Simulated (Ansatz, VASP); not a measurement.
Two plane-wave programs on B3N2

```xyz
5
Lattice="3.6912 0.0000 0.0000 -1.8456 3.1966 0.0000 0.0000 0.0000 3.5379" Properties=species:S:1:pos:R:3 pbc="T T T"
B     1.8456    0.0000    0.0000
B    -0.9228    1.5983    0.0000
B     0.9228    1.5983    0.0000
N     0.0000    0.0000    1.1462
N     0.0000    0.0000    2.3917
```

Alike in both runs: task single point; functional PBE; k mesh 6 × 6 × 6; occupations gaussian, width 0.1 eV; collinear spin.

```csv
,VASP,Ansatz
version,VASP 6.6.1,Ansatz 0.2.0
potentials or method,"VASP PAW PBE potentials, release 64 (B, N), cutoff 520 eV","scalar-relativistic, plane waves, PAW"
valence electrons in the cell,19,19
```

Ansatz gave:

* gap on the k mesh at the Fermi level (eV): none
* pressure (GPa): -5.3
* traceless stress, the component that is largest in VASP (GPa): 34.49
* rms of the force components (eV/Å): 0.137
* net moment per atom (μB): 0.00

Question: Estimate VASP's values.

Answer: gap on the k mesh at the Fermi level (eV): none; pressure (GPa): -5.3; traceless stress, the component that is largest in VASP (GPa): 35.20; rms of the force components (eV/Å): 0.060; net moment per atom (μB): 0.00.

Atom by atom the forces differ by 0.077 eV/Å (rms over components). A gap of «none» marks a metal or a gap that the smearing closes. Ansatz's warnings: seeded moment not kept.

Noted on VASP's run: the standard files for N, O and F lose accuracy on very short bonds.
